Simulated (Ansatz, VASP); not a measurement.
# SiO2 in VASP and in Ansatz

INCAR

```
SYSTEM = SiO2
  ALGO = Normal
  EDIFF = 1E-6
  ENCUT = 520
  GGA = PE
  ISIF = 2
  ISMEAR = -1
  LASPH = .True.
  LCHARG = .False.
  LREAL = .False.
  LWAVE = .False.
  NBANDS = 25
  NELM = 80
  PREC = Accurate
  SIGMA = 0.02
```

The input KPOINTS:

```
k-points
0
Gamma
  10 10 4
  0 0 0
```

File POSCAR:

```
SiO2
1.0
    2.8254041668      0.0000000000      0.0000000000
    0.0000000000      2.8254041668      0.0000000000
    0.0000000000      0.0000000000      8.1886518438
Si O
2 4
Direct
    0.0000000000      0.0000000000      0.0000000000
    0.5000000000      0.5000000000      0.5000000000
    0.0000000000      0.5000000000      0.3979541675
    0.0000000000      0.5000000000      0.8979541675
    0.5000000000      0.0000000000      0.6020458325
    0.5000000000      0.0000000000      0.1020458325
```

Input for Ansatz:

```yaml
crystal:
  lattice:
    - [2.8254041668, 0.0, 0.0]
    - [0.0, 2.8254041668, 0.0]
    - [0.0, 0.0, 8.1886518438]
  atoms:
    - { symbol: Si, position: [0.0, 0.0, 0.0] }
    - { symbol: Si, position: [0.5, 0.5, 0.5] }
    - { symbol: O, position: [0.0, 0.5, 0.3979541675] }
    - { symbol: O, position: [0.0, 0.5, 0.8979541675] }
    - { symbol: O, position: [0.5, 0.0, 0.6020458325] }
    - { symbol: O, position: [0.5, 0.0, 0.1020458325] }
kpoints:
  mp_grid: { grid: [10, 10, 4] }
  band_path:
    path:
      - [[0.0, 0.0, 0.0], [1.702709546385e-51, 0.5, 0.0], [0.5, 0.5, 0.0], [0.0, 0.0, 0.0], [0.0, 0.0, 0.5], [1.702709546385e-51, 0.5, 0.5], [0.5, 0.5, 0.5], [0.0, 0.0, 0.5]]
      - [[1.702709546385e-51, 0.5, 0.0], [1.702709546385e-51, 0.5, 0.5]]
      - [[0.5, 0.5, 0.0], [0.5, 0.5, 0.5]]
    npoints: 10
hamiltonian:
  xc: pbe
scf:
  occupations: { method: fermi_dirac, width: 0.02 }
  n_extra_bands: 5
output:
  forces: true
  stress: true
  eigenvalues: true
```

Alike in both runs: task single point; functional PBE; k mesh 10 × 10 × 4; occupations fermi-dirac, width 0.02 eV; no spin polarisation.

|  | VASP | Ansatz |
| --- | --- | --- |
| version | VASP 6.6.1 | Ansatz 0.2.0 |
| potentials or method | VASP PAW PBE potentials, release 64 (Si, O) | plane waves, PAW |
| plane-wave cutoff (eV) | 520 | 420 |
| valence electrons in the cell | 32 | 32 |

```tsv
	VASP	Ansatz	Ansatz less VASP
gap on the k mesh at the Fermi level (eV)	5.20	5.20	+0.001
pressure (GPa)	6.9	6.5	-0.36
traceless stress, the component that is largest in VASP (GPa)	-0.84	-0.39	+0.452
rms of the force components (eV/Å)	0.221	0.210	-0.0103
```

Atom by atom the forces differ by 0.010 eV/Å (rms over components).
